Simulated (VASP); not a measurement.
Write the native input for VASP 6.6.1 that does the following.

| Property | Result |
| --- | --- |
| Task | single point |
| Functional | PBE |
| Dispersion | D3(BJ) |
| Potentials or basis | VASP PAW PBE potentials, release 64 (Mo_sv, S) |
| Cutoff | 520 eV |
| k mesh | 12 × 12 × 4 |
| Occupations | gaussian, width 0.05 eV |
| Spin | no spin polarisation |
| Dipole correction | no |
| Further INCAR settings | ALGO = Normal; EDIFF = 1e-07; NBANDS = 35 |

The structure of MoS2 lies in POSCAR:

```
MoS2
1.0
    3.1808000000      0.0000000000      0.0000000000
   -1.5904000000      2.7546536043      0.0000000000
    0.0000000000      0.0000000000     11.2249000000
Mo S
2 4
Direct
    0.6666666667      0.3333333333      0.2501439769
    0.3333333333      0.6666666667      0.7498560231
    0.3333333333      0.6666666667      0.3795985159
    0.6666666667      0.3333333333      0.8793132861
    0.3333333333      0.6666666667      0.1206867139
    0.6666666667      0.3333333333      0.6204014841
```

The input as run:

INCAR

```
SYSTEM = MoS2
PREC     = Accurate       ! precision mode
ENCUT    = 520            ! plane-wave cutoff, eV
EDIFF    = 1E-7           ! SCF threshold, eV
ISMEAR   = 0              ! smearing method
SIGMA    = 0.05           ! smearing width, eV
LREAL    = .FALSE.        ! projectors in reciprocal space
LASPH    = .TRUE.         ! aspherical terms in the spheres
NELM     = 80             ! most SCF steps
ALGO     = Normal         ! electronic algorithm
ISIF     = 2              ! what is computed and relaxed
LWAVE    = .FALSE.        ! write WAVECAR
LCHARG   = .FALSE.        ! write CHGCAR
GGA      = PE             ! functional
IVDW     = 12             ! dispersion correction
NBANDS   = 35             ! bands
```

KPOINTS

```
regular mesh
0
G
  12 12 4
  0 0 0
```

Potentials or basis: VASP PAW PBE potentials, release 64 (Mo_sv, S).

Launch:

```bash
$ cat potpaw_PBE.64/Mo_sv/POTCAR potpaw_PBE.64/S/POTCAR > POTCAR
$ mpirun -np 1 vasp_std > vasp.out
```

It gave:

```yaml
Pressure: 10.8 GPa
Largest_force: 1.982 eV/Å
Band_gap_on_the_k_mesh: zero (bands 26 and 27 overlap by 0.05 eV)
Dispersion_energy_per_atom: -0.463 eV
```

Caveat: the stress differs along the axes, from 5 to 23 GPa; forces of over 1 eV/Å act on the atoms, so gaps and moduli don't describe the material at rest.

It took 2.7 min on 1 thread of Intel(R) Xeon(R) Platinum 8259CL CPU @ 2.50GHz (Skylake/Cascade Lake), with other jobs on the host, peak memory 0.33 GiB.
